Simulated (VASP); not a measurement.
Here is a VASP 6.6.1 calculation.

The input INCAR:

```
SYSTEM = Pt
PREC = Accurate ; ENCUT = 520
EDIFF = 1E-6 ; ISMEAR = 1
SIGMA = 0.05 ; LREAL = .False.
LASPH = .True. ; NELM = 100
ALGO = Normal ; ISIF = 2
LWAVE = .False. ; LCHARG = .True.
LELF = .True. ; LVHAR = .True.
NBANDS = 11
```

File KPOINTS:

```
Automatic mesh
0
Gamma
  15 15 15
  0 0 0
```

File POSCAR:

```
Pt
1.0
    0.0000000000      1.9609000000      1.9609000000
    1.9609000000      0.0000000000      1.9609000000
    1.9609000000      1.9609000000      0.0000000000
Pt
1
Direct
    0.0000000000      0.0000000000      0.0000000000
```

Potentials or basis: VASP PAW LDA potentials, release 64 (Pt).

Launch:

```console
$ cat potpaw_LDA.64/Pt/POTCAR > POTCAR
$ mpirun -np 1 vasp_std > vasp.out
```

Task: Predict the band gap on the k mesh.

Result: Zero (band 5 reaches 11.58 eV, above the bottom of band 6 at 9.41 eV).

Task: What does it give for the pressure?

Result: -5.6 GPa.

Caveat: spin-orbit coupling is left out, which moves the levels of the heavy elements.
